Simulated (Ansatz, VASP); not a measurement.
# One calculation of TaN, two programs

File INCAR:

```
  ALGO = Normal
  EDIFF = 1E-6
  ENCUT = 520
  GGA = PE
  ISIF = 2
  ISMEAR = 0
  LASPH = T
  LCHARG = T
  LELF = T
  LREAL = F
  LVHAR = T
  LWAVE = F
  NBANDS = 15
  NELM = 100
  PREC = Accurate
  SIGMA = 0.02
```

Contents of KPOINTS:

```
k-points
0
Gamma
  18 18 18
```

POSCAR

```
TaN
1.0
    0.0000000000      2.0155750000      2.1790000000
    2.3424250000      0.0000000000      2.1790000000
    2.3424250000      2.0155750000      0.0000000000
Ta N
1 1
Direct
    0.5000000000      0.5000000000      0.5000000000
    0.0000000000      0.0000000000      0.0000000000
```

Input for Ansatz:

```yaml
crystal:
  lattice:
    - [0.0, 2.015575, 2.179]
    - [2.342425, 0.0, 2.179]
    - [2.342425, 2.015575, 0.0]
  atoms:
    - { symbol: Ta, position: [0.5, 0.5, 0.5] }
    - { symbol: "N", position: [0.0, 0.0, 0.0] }
basis:
  ecutwfc: 420
kpoints:
  mp_grid: { grid: [18, 18, 18] }
hamiltonian:
  xc: pbe
scf:
  occupations: { method: gaussian, width: 0.02 }
output:
  forces: true
  stress: true
  eigenvalues: true
```

Change from the starting cell: strain +0.0750 x Voigt [1, -1, 0, 0, 0, 0], atoms carried along.

Alike in both runs: task single point; functional PBE; k mesh 18 × 18 × 18; occupations gaussian, width 0.02 eV; no spin polarisation.

|  | VASP | Ansatz |
| --- | --- | --- |
| version | VASP 6.6.1 | Ansatz 0.2.0 |
| potentials or method | VASP PAW PBE potentials, release 64 (Ta_pv, N), cutoff 520 eV | scalar-relativistic, plane waves, PAW |
| valence electrons in the cell | 16 | 18 |

|  | VASP | Ansatz | Ansatz less VASP |
| --- | --- | --- | --- |
| gap on the k mesh at the Fermi level (eV) | none | none | - |
| pressure (GPa) | 33.7 | 32.6 | -1.15 |
| traceless stress, the component that is largest in VASP (GPa) | 57.57 | 56.93 | -0.642 |

A gap of «none» marks a metal or a gap that the smearing closes. Both programs put the cell under a high pressure, so it lies far from rest at this level. VASP's potentials hold 16 valence electrons a cell and Ansatz's 18, so a difference there can come from the potentials and not from the codes.

Neither program's run includes spin-orbit coupling.
